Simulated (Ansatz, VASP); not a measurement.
# Al4BSbP2 in VASP and in Ansatz

```xyz
8
Lattice="-2.7915 2.7915 5.3996 2.7915 -2.7915 5.3996 2.7915 2.7915 -5.3996" Properties=species:S:1:pos:R:3 pbc="T T T"
Al    1.3852    1.1490   -1.5942
Al    1.4063    1.6426    3.8054
Al    1.6426   -1.4063    6.9938
Al    1.1490    4.1978    1.5942
B     0.0000    2.7915    2.6998
Sb    0.0000    0.0000    5.3996
P     2.7915    0.0000    2.6998
P     0.0000    0.0000    0.0000
```

Change from the starting cell: species swapped into the AlInCu2Se4 type (I-4, No. 82).

Alike in both runs: functional PBE; k mesh 8 × 8 × 8; occupations gaussian, width 0.1 eV; no spin polarisation.

Ansatz relaxed the structure, and its values are those at the end. VASP's run is a single point on that final structure, the one shown.

```csv
,VASP,Ansatz
version,VASP 6.6.1,Ansatz 0.2.0
potentials or method,"VASP PAW PBE potentials, release 64 (Al, B, Sb, P), cutoff 520 eV","scalar-relativistic, plane waves, PAW"
valence electrons in the cell,30,40
```

```tsv
	VASP	Ansatz	Ansatz less VASP
gap on the k mesh at the Fermi level (eV)	none	none	-
pressure (GPa)	0.0	0.0	0.00
rms of the force components (eV/Å)	0.008	0.002	-0.0054
```

A gap of «none» marks a metal or a gap that the smearing closes. VASP's potentials hold 30 valence electrons a cell and Ansatz's 40, so a difference there can come from the potentials and not from the codes.

Neither program's run includes spin-orbit coupling.
